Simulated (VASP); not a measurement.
A run of VASP 6.6.1:

Contents of INCAR:

```
SYSTEM = TiO2
PREC     = Accurate       ! precision mode
ENCUT    = 520            ! plane-wave cutoff, eV
EDIFF    = 1E-7           ! SCF threshold, eV
ISMEAR   = -1             ! smearing method
SIGMA    = 0.05           ! smearing width, eV
LREAL    = .FALSE.        ! projectors in reciprocal space
LASPH    = .TRUE.         ! aspherical terms in the spheres
NELM     = 60             ! most SCF steps
ALGO     = Normal         ! electronic algorithm
ISIF     = 2              ! what is computed and relaxed
LWAVE    = .FALSE.        ! write WAVECAR
LCHARG   = .FALSE.        ! write CHGCAR
GGA      = PS             ! functional
NBANDS   = 60             ! bands
```

The input KPOINTS:

```
regular mesh
0
G
  6 6 3
  0 0 0
```

The input POSCAR:

```
TiO2
1.0
    6.0585737805     -1.8593353171     -0.0012798619
    6.0585737805      1.8593353171     -0.0012798619
   -1.8998715436      0.0000000000      6.2275064653
Ti O
4 8
Direct
    0.8990301634      0.8990301634      0.2915431802
    0.1950093871      0.1950093871      0.2838913409
    0.1009698366      0.1009698366      0.7084568198
    0.8049906129      0.8049906129      0.7161086591
    0.3618791592      0.3618791592      0.2946200009
    0.2640349080      0.2640349080      0.6516373453
    0.8670326009      0.8670326009      0.9966294434
    0.7359650920      0.7359650920      0.3483626547
    0.9415679926      0.9415679926      0.6296910898
    0.1329673991      0.1329673991      0.0033705566
    0.6381208408      0.6381208408      0.7053799991
    0.0584320074      0.0584320074      0.3703089102
```

Potentials or basis: VASP PAW PBE potentials, release 64 (Ti_sv, O).

The run is started by

```bash
$ cat potpaw_PBE.64/Ti_sv/POTCAR potpaw_PBE.64/O/POTCAR > POTCAR
$ mpirun -np 1 vasp_std > vasp.out
```

Hardware: 1 thread of Oxide Virtual Turin-like Processor, with other jobs on the host.

Q: Estimate the wall time of this run.

A: It took 8.4 min on 1 thread of Oxide Virtual Turin-like Processor, on a shared host, peak memory 0.4 GiB. Counts: scf iterations 19, k points 34.
